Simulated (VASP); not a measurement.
## Sn3Se2: relaxation of cell and atoms with PBE

Sn3Se2:

```
Sn Se
1.0
     4.25000    0.00000    0.00000
     0.00000    4.25000    0.00000
     0.00000    0.00000   14.85000
Sn Se
6 4
Direct
  0.00000 0.50000 0.40000
  0.00000 0.50000 0.80000
  0.50000 0.00000 0.60000
  0.50000 0.00000 0.20000
  0.50000 0.50000 0.00000
  0.00000 0.00000 0.00000
  0.00000 0.50000 0.60000
  0.00000 0.50000 0.20000
  0.50000 0.00000 0.40000
  0.50000 0.00000 0.80000
```

```
Program                : VASP 6.6.1
Task                   : relaxation of cell and atoms
Functional             : PBE
Potentials or basis    : VASP PAW PBE potentials, release 64 (Sn_d, Se)
Cutoff                 : 600 eV
k mesh                 : 4 × 4 × 1
Occupations            : gaussian, width 0.2 eV
Spin                   : no spin polarisation
Dipole correction      : no
Further INCAR settings : ALGO = Normal; EDIFF = 1e-06; IBRION = 2; EDIFFG = -0.08; NSW = 36; ISIF = 3
```

- Relaxed volume: 27.23 Å³/atom
- Relaxed cell: a = 4.390 Å, b = 4.390 Å, c = 14.130 Å, α = 90.00°, β = 90.00°, γ = 90.00°
- Space group after relaxing (to 0.1 Å): P4/nmm (No. 129)
- Energy gained by relaxing: 27.5 meV/atom
- Ionic steps: 15
- Pressure after relaxing: 0.2 GPa
- Largest force after relaxing: 0.057 eV/Å
- Band gap on the k mesh: zero (bands 54 and 55 overlap by 0.01 eV)

Forces on the atoms (eV/Å):
```
Sn   0.000  0.000  0.028
Sn   0.000  0.000 -0.009
Sn   0.000  0.000 -0.028
Sn   0.000  0.000  0.009
Sn   0.000  0.000  0.000
Sn   0.000  0.000  0.000
Se   0.000  0.000 -0.057
Se   0.000  0.000  0.037
Se   0.000  0.000  0.057
Se   0.000  0.000 -0.037
```

Stress tensor (GPa, compression positive):
```
 0.37  0.00  0.00
 0.00  0.37  0.00
 0.00  0.00 -0.03
```

The path:
```
step  energy change (eV)  largest force (eV/Å)  pressure (GPa)  volume (Å³)
   1              0.0000                0.3917            1.65       268.23
   2             -0.1251                0.2905           -0.36       279.03
   3             -0.1288                0.2707           -0.73       281.38
   4             -0.1679                0.1777           -0.34       278.60
   5             -0.1769                0.2919           -0.01       276.60
   6             -0.1916                0.2906            0.08       275.78
   7             -0.2263                0.2627            0.37       273.33
   8             -0.2347                0.2319            1.14       268.42
   9             -0.2426                0.2007            0.81       270.56
  10             -0.2535                0.1623            0.55       271.75
  11             -0.2662                0.1362           -0.09       274.94
  12             -0.2662                0.1358           -0.13       275.10
  13             -0.2682                0.1239           -0.09       274.82
  14             -0.2728                0.0926            0.01       273.99
  15             -0.2755                0.0572            0.24       272.33
```

Final structure:
```cif
data_structure
_symmetry_space_group_name_H-M 'P 1'
_symmetry_Int_Tables_number 1
_cell_length_a 4.3902
_cell_length_b 4.3902
_cell_length_c 14.1296
_cell_angle_alpha 90.000
_cell_angle_beta 90.000
_cell_angle_gamma 90.000
_cell_volume 272.33
loop_
_atom_site_label
_atom_site_type_symbol
_atom_site_fract_x
_atom_site_fract_y
_atom_site_fract_z
_atom_site_occupancy
Sn1 Sn 0.00000 0.50000 0.39200 1
Sn2 Sn 0.00000 0.50000 0.80979 1
Sn3 Sn 0.50000 0.00000 0.60800 1
Sn4 Sn 0.50000 0.00000 0.19021 1
Sn5 Sn 0.50000 0.50000 0.00000 1
Sn6 Sn 0.00000 0.00000 0.00000 1
Se1 Se 0.00000 0.50000 0.60299 1
Se2 Se 0.00000 0.50000 0.18699 1
Se3 Se 0.50000 0.00000 0.39701 1
Se4 Se 0.50000 0.00000 0.81301 1
```

Levels at points of the mesh, in eV from the Fermi level:
| k point | band 51 | band 52 | band 53 | band 54 | band 55 | band 56 | band 57 | band 58 |
| --- | --- | --- | --- | --- | --- | --- | --- | --- |
| (0.00, 0.00, 0.00) | -2.34 | -1.28 | -0.91 | -0.91 | 0.67 | 1.26 | 1.63 | 1.78 |
| (0.50, 0.00, 0.00) | -0.90 | -0.90 | -0.61 | -0.61 | 0.01 | 0.01 | 0.20 | 0.20 |
| (0.50, 0.50, 0.00) | -2.29 | -2.29 | -2.00 | -2.00 | 0.83 | 0.83 | 2.58 | 2.58 |

Run time: 13 min on 1 thread of Intel(R) Xeon(R) 6975P-C (Granite Rapids), with other jobs on the host, peak memory 0.47 GiB.

Caveat: the k points lie up to 0.44 Å⁻¹ apart in the final cell; semilocal functionals underestimate gaps, and a narrow one can read as zero; spin-orbit coupling is left out, which moves the levels of the heavy elements; the relaxation stopped at a loose force limit of 0.08 eV/Å, so its end isn't a converged minimum.
